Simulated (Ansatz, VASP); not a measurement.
# Sc2Ge: VASP beside Ansatz

The input INCAR:

```
SYSTEM = Sc2Ge
PREC = Accurate
ENCUT = 600
EDIFF = 1E-6
ISMEAR = 0
SIGMA = 0.1
LREAL = .FALSE.
LASPH = .TRUE.
NELM = 60
ALGO = Fast
ISIF = 3
LWAVE = .FALSE.
LCHARG = .FALSE.
GGA = PE
IBRION = 2
NSW = 90
EDIFFG = -0.04
```

File KPOINTS:

```
Automatic mesh
0
G
  4 4 4
  0 0 0
```

POSCAR

```
Sc2Ge
1.0
   -3.1502403900      3.4914552000      3.1312907000
    3.1502403900     -3.4914552000      3.1312907000
    3.1502403900      3.4914552000     -3.1312907000
Sc Ge
4 2
Direct
    0.8240843400      0.5000000000      0.8240843400
    0.1759156600      0.0000000000      0.6759156600
    0.1759156600      0.5000000000      0.1759156600
    0.8240843400      0.0000000000      0.3240843400
    0.5000000000      0.5000000000      0.0000000000
    0.0000000000      0.5000000000      0.5000000000
```

Input for Ansatz:

```yaml
crystal:
  lattice:
    - [-3.15024039, 3.4914552, 3.1312907]
    - [3.15024039, -3.4914552, 3.1312907]
    - [3.15024039, 3.4914552, -3.1312907]
  atoms:
    - { symbol: Sc, position: [0.82408434, 0.5, 0.82408434] }
    - { symbol: Sc, position: [0.17591566, 0.0, 0.67591566] }
    - { symbol: Sc, position: [0.17591566, 0.5, 0.17591566] }
    - { symbol: Sc, position: [0.82408434, 0.0, 0.32408434] }
    - { symbol: Ge, position: [0.5, 0.5, 0.0] }
    - { symbol: Ge, position: [0.0, 0.5, 0.5] }
basis:
  ecutwfc: 420
kpoints:
  mp_grid: { grid: [4, 4, 4] }
hamiltonian:
  xc: pbe
scf:
  occupations: { method: gaussian, width: 0.1 }
  lower_state_search: "off"
output:
  forces: true
  stress: true
  eigenvalues: true
relax:
  adjacent_minimum: "off"
  f_tol: 0.04
  max_steps: 70
  cell: { stress_tol: 0.4 }
```

Alike in both runs: task relaxation of cell and atoms; functional PBE; k mesh 4 × 4 × 4; occupations gaussian, width 0.1 eV; no spin polarisation.

|  | VASP | Ansatz |
| --- | --- | --- |
| version | VASP 6.6.1 | Ansatz 0.2.0 |
| potentials or method | VASP PAW PBE potentials, release 64 (Sc_sv, Ge_d), cutoff 600 eV | scalar-relativistic, plane waves, PAW |
| valence electrons in the cell | 72 | 72 |

VASP gave:

| Quantity | Value |
| --- | --- |
| gap on the k mesh at the Fermi level, each at its own relaxed structure (eV) | none |
| relaxed volume (Å³/atom) | 28.28 |
| relaxed length of the cell vector where the two differ most in proportion (Å) | 6.093 |

Estimate Ansatz's values.

gap on the k mesh at the Fermi level, each at its own relaxed structure (eV): none; relaxed volume (Å³/atom): 28.20; relaxed length of the cell vector where the two differ most in proportion (Å): 6.087.

A gap of «none» marks a metal or a gap that the smearing closes.

Noted on VASP's run: the volume moved by over 15 % at a fixed basis, so the end points are rough.
